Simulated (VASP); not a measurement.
ZrInS3:

```
CELL_PARAMETERS angstrom
5.01296 0.00000 0.00000
0.00000 5.01296 0.00000
0.00000 0.00000 5.01296
ATOMIC_POSITIONS crystal
Zr 0.00000 0.00000 0.00000
In 0.50000 0.50000 0.50000
S 0.50000 0.50000 0.00000
S 0.50000 0.00000 0.50000
S 0.00000 0.50000 0.50000
```

The cell was generated, and may not be a known phase.

| Item | Value |
| --- | --- |
| Program | VASP 6.6.1 |
| Task | relaxation of cell and atoms |
| Functional | PBE |
| Potentials or basis | VASP PAW PBE potentials, release 64 (Zr_sv, In_d, S) |
| Cutoff | 600 eV |
| k mesh | 4 × 4 × 4 |
| Occupations | gaussian, width 0.1 eV |
| Spin | no spin polarisation |

At the start: pressure -4.6 GPa; volume 25.19 Å³/atom.

**Question.** Where does the relaxation end?

**Answer.** Over 3 steps the energy falls by 28.8 meV/atom and the volume is 23.34 Å³/atom (-7.4 %); space group Pm-3m (No. 221, to 0.1 Å) before and after.

The path:
| step | energy change (eV) | largest force (eV/Å) | pressure (GPa) | volume (Å³) |
| --- | --- | --- | --- | --- |
| 1 | 0.0000 | 0.0000 | -4.63 | 125.97 |
| 2 | -0.1180 | 0.0000 | 2.40 | 113.16 |
| 3 | -0.1438 | 0.0000 | 0.01 | 116.71 |

Final structure:
```
Zr In S
1.0
     4.88690    0.00000    0.00000
     0.00000    4.88690    0.00000
     0.00000    0.00000    4.88690
Zr In S
1 1 3
Direct
  0.00000 0.00000 0.00000
  0.50000 0.50000 0.50000
  0.50000 0.50000 0.00000
  0.50000 0.00000 0.50000
  0.00000 0.50000 0.50000
```

Caveat: the highest band is partly filled, so the run has too few bands.
